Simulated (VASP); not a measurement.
Here is a VASP 6.6.1 calculation.

INCAR

```
SYSTEM = Cu
PREC = Accurate ; ENCUT = 520
EDIFF = 1E-6 ; ISMEAR = 0
SIGMA = 0.15 ; LREAL = .False.
LASPH = .True. ; NELM = 60
ALGO = Fast ; ISIF = 2
LWAVE = .False. ; LCHARG = .True.
GGA = CA ; LELF = .True.
LVHAR = .True. ; NBANDS = 12
```

KPOINTS

```
regular mesh
0
Gamma
  22 22 22
  0 0 0
```

File POSCAR:

```
Cu
1.0
   -1.3738500000      1.3738500000      1.2740500000
    1.3738500000     -1.3738500000      1.2740500000
    1.3738500000      1.3738500000     -1.2740500000
Cu
1
Direct
    0.0000000000      0.0000000000      0.0000000000
```

Potentials or basis: VASP PAW LDA potentials, release 64 (Cu).

The run is started by

```bash
$ cat potpaw_LDA.64/Cu/POTCAR > POTCAR
$ mpirun -np 1 vasp_std > vasp.out
```

Question: Estimate the pressure.

Answer: 34.5 GPa.

Question: Predict the band gap on the k mesh.

Answer: Zero (an odd number of electrons rules out a gap without spin polarisation).

Stress tensor (GPa, compression positive):
```
33.92  0.00  0.00
 0.00 33.92  0.00
 0.00  0.00 35.73
```

Caveat: the cell stands under pressure.
